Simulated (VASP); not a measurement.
# Os (P6_3/mmc) in VASP: single point with r2SCAN

Aim: the single point of Os with r2SCAN.

All numbers are computed with VASP 6.6.1; they aren't measurements. Logs are shortened: lines on timing, memory, paths and dates and some standing lists are left out, and cuts for length are marked.

**1. The cell of the first run**

It takes space group P6_3/mmc (No. 194, hexagonal). Conventional cell: a = 2.734 Å, b = 2.734 Å, c = 4.311 Å, α = 90.00°, β = 90.00°, γ = 120.00°. Os (site symmetry -6m2) has 12 Os at 2.67 to 2.73 Å within 3.5 Å.

**2. Single point, r2SCAN**

POSCAR reads:

```
Os
1.0
    2.7338996064      0.0000000000      0.0000000000
   -1.3669498032      2.3676265105      0.0000000000
    0.0000000000      0.0000000000      4.3107329411
Os
2
Direct
    0.3333333333      0.6666666667      0.2500000000
    0.6666666667      0.3333333333      0.7500000000
```

INCAR.step1 reads:

```
PREC = Accurate ; ENCUT = 520
ISMEAR = -1 ; SIGMA = 0.08
LREAL = False ; LASPH = True
NELM = 100 ; NBANDS = 15
GGA = PE ; ALGO = Normal
EDIFF = 1E-4 ; LWAVE = True
LCHARG = False
```

INCAR.step2 reads:

```
PREC = Accurate ; ENCUT = 520
EDIFF = 1E-7 ; ISMEAR = -1
SIGMA = 0.08 ; LREAL = False
LASPH = True ; NELM = 100
ALGO = Normal ; ISIF = 2
LWAVE = False ; LCHARG = True
METAGGA = R2SCAN ; LMIXTAU = True
LELF = True ; LVHAR = True
NBANDS = 15 ; ISTART = 1
```

KPOINTS reads:

```
Automatic mesh
0
Gamma
  20 20 12
```

Potentials or basis: VASP PAW PBE potentials, release 64 (Os).

Run with:

```sh
cat potpaw_PBE.64/Os/POTCAR > POTCAR
cp INCAR.step1 INCAR
mpirun -np 1 vasp_std > vasp.out
cp INCAR.step2 INCAR
mpirun -np 1 vasp_std > vasp.out
```

OUTCAR:

```text
PREC = Accurate
   ENCUT = 520
   EDIFF = 1E-7
   ISMEAR = -1
   LREAL = False
   LASPH = True
   NELM = 100
   ISIF = 2
   METAGGA = R2SCAN
   ISTART = 1

 ion  position               nearest neighbor table
   1  0.333  0.667  0.250-   2 2.67   2 2.67   2 2.67   2 2.67   2 2.67   2 2.67
   2  0.667  0.333  0.750-   1 2.67   1 2.67   1 2.67   1 2.67   1 2.67   1 2.67

  LATTYP: Found a hexagonal cell.
 ALAT       =     2.7338996064
 C/A-ratio  =     1.5767707530

  Lattice vectors:

 A1 = (   2.7338996064,   0.0000000000,   0.0000000000)
 A2 = (  -1.3669498032,   2.3676265105,   0.0000000000)
 A3 = (   0.0000000000,   0.0000000000,   4.3107329411)

Analysis of symmetry for initial positions (statically):
=====================================================================
 Subroutine PRICEL returns:
 Original cell was already a primitive cell.

 Routine SETGRP: Setting up the symmetry group for a
 hexagonal supercell.

 Subroutine GETGRP returns: Found 24 space group operations
 (whereof 12 operations were pure point group operations)
 out of a pool of 24 trial point group operations.

The static configuration has the point symmetry D_3d.
 The point group associated with its full space group is D_6h.

Analysis of symmetry for dynamics (positions and initial velocities):
=====================================================================
 Subroutine PRICEL returns:
 Original cell was already a primitive cell.

 Routine SETGRP: Setting up the symmetry group for a
 hexagonal supercell.

 Subroutine GETGRP returns: Found 24 space group operations
 (whereof 12 operations were pure point group operations)
 out of a pool of 24 trial point group operations.

The dynamic configuration has the point symmetry D_3d.
 The point group associated with its full space group is D_6h.

 Subroutine INISYM returns: Found 24 space group operations
 (whereof 12 operations are pure point group operations),
 and found     1 'primitive' translations

----------------------------------------------------------------------------------------

                                     Primitive cell

  volume of cell :      27.9027

  direct lattice vectors                    reciprocal lattice vectors
     2.733899606  0.000000000  0.000000000     0.365777879  0.211181957  0.000000000
    -1.366949803  2.367626511  0.000000000     0.000000000  0.422363914  0.000000000
     0.000000000  0.000000000  4.310732941     0.000000000  0.000000000  0.231979112

  length of vectors
     2.733899606  2.733899606  4.310732941     0.422363914  0.422363914  0.231979112

  position of ions in fractional coordinates (direct lattice)
     0.333333333  0.666666667  0.250000000
     0.666666667  0.333333333  0.750000000

  ion indices of the primitive-cell ions
   primitive index   ion index
                 1           1
                 2           2

----------------------------------------------------------------------------------------

 KPOINTS: Automatic mesh

Automatic generation of k-mesh.
 Grid dimensions read from file:
 generate k-points for:   20   20   12

 Generating k-lattice:

  Cartesian coordinates                     Fractional coordinates (reciprocal lattice)
     0.018288894  0.010559098  0.000000000     0.050000000  0.000000000  0.000000000
     0.000000000  0.021118196  0.000000000     0.000000000  0.050000000  0.000000000
     0.000000000  0.000000000  0.019331593     0.000000000  0.000000000  0.083333333

  Length of vectors
     0.021118196  0.021118196  0.019331593

  Shift w.r.t. Gamma in fractional coordinates (k-lattice)
     0.000000000  0.000000000  0.000000000

 Subroutine IBZKPT returns following result:
 ===========================================

 Found    308 irreducible k-points:

 Following reciprocal coordinates:
            Coordinates               Weight
  0.000000  0.000000  0.000000      1.000000
  0.050000  0.000000  0.000000      6.000000
  0.100000  0.000000  0.000000      6.000000
  0.150000  0.000000  0.000000      6.000000
  0.200000  0.000000  0.000000      6.000000
  0.250000  0.000000  0.000000      6.000000
[... 16 lines left out ...]
  0.200000  0.100000  0.000000     12.000000
  0.250000  0.100000  0.000000     12.000000
 [... further k-points ...]
   k-points           NKPTS =    308   k-points in BZ     NKDIM =    308   number of bands    NBANDS=     15
   number of dos      NEDOS =    301   number of ions     NIONS =      2
   total plane-waves  NPLWV =  12800
   dimension x,y,z NGX =    20 NGY =   20 NGZ =   32
   dimension x,y,z NGXF=    40 NGYF=   40 NGZF=   64
   ions per type =               2
   NGX,Y,Z   is equivalent  to a cutoff of  12.16, 12.16, 12.34 a.u.
   NGXF,Y,Z  is equivalent  to a cutoff of  24.32, 24.32, 24.68 a.u.
 SYSTEM =  unknown system
   PREC   = accura    normal or accurate (medium, high low for compatibility)
   ISTART =      1    job   : 0-new  1-cont  2-samecut
   ICHARG =      0    charge: 1-file 2-atom 10-const
   ISPIN  =      1    spin polarized calculation?
   LNONCOLLINEAR =      F non collinear calculations
   LSORBIT =      F    spin-orbit coupling
   LASPH  =      T    aspherical Exc in radial PAW
   ENCUT  =  520.0 eV  38.22 Ry    6.18 a.u.   5.08  5.08  8.02*2*pi/ulx,y,z
   NELM   =    100;   NELMIN=  2; NELMDL=  0     # of ELM steps
   EDIFF  = 0.1E-06   stopping-criterion for ELM
   LREAL  =      F    real-space projection
   EDIFFG = 0.1E-05   stopping-criterion for IOM
   NSW    =      0    number of steps for IOM
   IBRION =     -1    ionic relax: 0-MD 1-quasi-New 2-CG
   NFREE  =      0    steps in history (QN), initial steepest desc. (CG)
   ISIF   =      2    stress and relaxation
   ISYM   =      2    0-nonsym 1-usesym 2-fastsym
   POTIM  = 0.5000    time-step for ionic-motion
   TEBEG  =    0.0;   TEEND  =   0.0 temperature during run
   PSTRESS=    0.0 pullay stress
   NELECT =      16.0000    total number of electrons
   NUPDOWN=      -1.0000    fix difference up-down
   EMIN   =  10.00;   EMAX   =-10.00  energy-range for DOS
   EFERMI =   0.00;   METHOD = LEGACY
   ISMEAR =    -1;   SIGMA  =   0.08  broadening in eV -4-tet -1-fermi 0-gaus
   EFERMI_NEDOS =   21; number of points for ismear=-14 and -15
   IALGO  =     38    algorithm
   IMIX   =      4    mixing-type and parameters
     AMIX     =   0.40;   BMIX     =  1.00
     AMIX_MAG =   1.60;   BMIX_MAG =  1.00
  volume/ion in A,a.u.               =      13.95        94.15
  Fermi-wavevector in a.u.,A,eV,Ry     =   1.360084  2.570187 25.168460  1.849830
  Thomas-Fermi vector in A             =   2.486777
   LORBIT       =      0    0 simple, 1 ext, 2 COOP (PROOUT), +10 PAW based schemes
   METAGGA = R2SCAN    functional components
   LHFCALC =     F    Hartree Fock is set to
   AEXX    =    0.0000 exact exchange contribution
   IVDW    =     0    specifies the selected vdW correction
   LEPSILON=     F    determine dielectric tensor
   LRPA    =     F    only Hartree local field effects (RPA)
 non-spin polarized calculation
  energy-cutoff  :      520.00
  volume of cell :       27.90
 maximum number of plane-waves:       772
   NGX = 11   NGY = 11   NGZ = 17

 number of electron      15.9999998 magnetization

 Free energy of the ion-electron system (eV)
  ---------------------------------------------------
  ext. energy  EPLUGINS =         0.00000000
  ---------------------------------------------------
  free energy    TOTEN  =      -106.02020498 eV

  energy without entropy =     -105.99843067  energy(sigma->0) =     -106.00931782

 E-fermi :   9.3393     XC(G=0): -15.4091

 val. band max:        9.3364580111   @ k =   0.1500   0.0000   0.3333
 cond. band min:       9.3438431465   @ k =   0.5000   0.0000   0.2500
 fundamental gap:      0.0073851355
 Fermi energy:         9.3393261331

 k-point     1 :       0.0000    0.0000    0.0000
  band No.  band energies     occupation
      1      -2.1562      2.00000
      2       1.1405      2.00000
      3       6.1116      2.00000
      4       6.1116      2.00000
      5       6.4079      2.00000
      6       6.9887      2.00000
      7       6.9887      2.00000
      8       7.6357      2.00000
      9       7.6357      2.00000
     10       9.3358      1.02212
     11      11.0577      0.00000
     12      11.0577      0.00000
     13      18.9294      0.00000
     14      24.0714      0.00000
     15      26.9150      0.00000

 k-point     2 :       0.0500    0.0000    0.0000
  band No.  band energies     occupation
      1      -2.0494      2.00000
      2       1.2353      2.00000
      3       5.8538      2.00000
      4       6.2050      2.00000
      5       6.6359      2.00000
      6       6.9234      2.00000
      7       7.0758      2.00000
      8       7.5126      2.00000
      9       7.5593      2.00000
     10       8.7851      1.99804
     11      11.1110      0.00000
     12      11.7595      0.00000
     13      18.9223      0.00000
     14      24.2922      0.00000
     15      27.0543      0.00000

 k-point     3 :       0.1000    0.0000    0.0000
  band No.  band energies     occupation
      1      -1.7363      2.00000
      2       1.5048      2.00000
      3       5.4564      2.00000
      4       6.4821      2.00000
      5       6.7182      2.00000
      6       7.0020      2.00000
      7       7.0246      2.00000
      8       7.3334      2.00000
      9       7.3522      2.00000
     10       8.1166      2.00000
     11      11.2504      0.00000
     12      13.0057      0.00000
     13      18.8872      0.00000
     14      24.9056      0.00000
     15      27.4327      0.00000
[... 343 lines left out ...]
 k-point    23 :       0.2000    0.1000    0.0000
  band No.  band energies     occupation
      1       0.3901      2.00000
      2       2.7818      2.00000
      3       4.3238      2.00000
      4       4.3736      2.00000
      5       6.0460      2.00000
      6       6.1528      2.00000
      7       7.3967      2.00000
      8       8.2469      2.00000
      9       8.7142      1.99919
     10       9.5981      0.07577
     11      11.6975      0.00000
     12      17.6895      0.00000
     13      18.4493      0.00000
     14      23.9498      0.00000
     15      25.3821      0.00000

 k-point    24 :       0.2500    0.1000    0.0000
  band No.  band energies     occupation
      1       1.0890      2.00000
      2       2.7157      2.00000
      3       3.7383      2.00000
      4       4.4993      2.00000
      5       5.8272      2.00000
      6       6.3003      2.00000
      7       7.1404      2.00000
      8       8.8453      1.99585
      9       9.5546      0.12704
     10      10.4882      0.00000
     11      11.7946      0.00000
     12      18.3550      0.00000
     13      19.0142      0.00000
     14      21.9683      0.00000
     15      24.0400      0.00000

 [... further k-points ...]

------------------------ aborting loop because EDIFF is reached ----------------------------------------

  FORCE on cell =-STRESS in cart. coord.  units (eV):
  Direction    XX          YY          ZZ          XY          YZ          ZX
  --------------------------------------------------------------------------------------
  -------------------------------------------------------------------------------------
  Total        0.5221135      0.5221135      0.5302711      0.0000000     -0.0000000      0.0000000
  in kB       29.9797945     29.9797945     30.4482007      0.0000000     -0.0000000      0.0000000
  external PRESSURE =      30.1359299 kB  Pullay stress =       0.0000000 kB

 VOLUME and BASIS-vectors are now :
 -----------------------------------------------------------------------------
  energy-cutoff  :      520.00
  volume of cell :       27.90
      direct lattice vectors                 reciprocal lattice vectors
     2.733899606  0.000000000  0.000000000     0.365777879  0.211181957  0.000000000
    -1.366949803  2.367626511  0.000000000     0.000000000  0.422363914  0.000000000
     0.000000000  0.000000000  4.310732941     0.000000000  0.000000000  0.231979112

 POSITION                                       TOTAL-FORCE (eV/Angst)
 -----------------------------------------------------------------------------------
     -0.00000      1.57842      1.07768        -0.000000      0.000000      0.000000
      1.36695      0.78921      3.23305         0.000000     -0.000000      0.000000
 -----------------------------------------------------------------------------------
    total drift:                               -0.000000      0.000000     -0.000000

  FREE ENERGIE OF THE ION-ELECTRON SYSTEM (eV)
  ---------------------------------------------------
  free  energy   TOTEN  =      -106.0202049792 eV

  energy  without entropy=     -105.9984306691  energy(sigma->0) =     -106.00931782
```

Wall time 2.6 min (1 thread of Intel Xeon 6975P-C (Granite Rapids), shared host); peak memory 0.23 GiB.

Results:

| Item | Value |
| --- | --- |
| Free energy | -106.0202 eV |
| Pressure | 3.0 GPa |
| Band gap on the k mesh | zero (bands 8 and 9 overlap by 4.15 eV) |

Caveat: the cell stands under pressure; the PAW data sets were made with another functional, which shifts forces and pressure a little; spin-orbit coupling is left out, which moves the levels of the heavy elements.
